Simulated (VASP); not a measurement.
Here is a VASP 6.6.1 calculation.

Contents of INCAR:

```
SYSTEM = RbBr3
PREC = Accurate ; ENCUT = 500
EDIFF = 1E-6 ; ISMEAR = 0
SIGMA = 0.4 ; LREAL = .FALSE.
LASPH = .TRUE. ; NELM = 120
ALGO = Normal ; ISIF = 2
LWAVE = .FALSE. ; LCHARG = .TRUE.
GGA = PE ; LELF = .TRUE.
LVHAR = .TRUE. ; NBANDS = 23
GGA_COMPAT = .FALSE.
```

Contents of KPOINTS:

```
regular mesh
0
G
  7 7 7
  0 0 0
```

POSCAR

```
RbBr3
1.0
   -2.2585671000      2.2585671000      6.4370042300
    2.2585671000     -2.2585671000      6.4370042300
    2.2585671000      2.2585671000     -6.4370042300
Rb Br
1 3
Direct
    0.0000000000      0.0000000000      0.0000000000
    0.7500000000      0.2500000000      0.5000000000
    0.2500000000      0.7500000000      0.5000000000
    0.5000000000      0.5000000000      0.0000000000
```

Potentials or basis: VASP PAW PBE potentials, release 64 (Rb_sv, Br).

Command:

```console
$ cat potpaw_PBE.64/Rb_sv/POTCAR potpaw_PBE.64/Br/POTCAR > POTCAR
$ mpirun -np 1 vasp_std > vasp.out
```

(1) What does it give for the band gap on the k mesh?

(2) Predict the pressure.

Results:

(1) zero (bands 15 and 16 overlap by 0.89 eV).

(2) 1.0 GPa.

Caveat: so wide a smearing shifts energies and pressures.
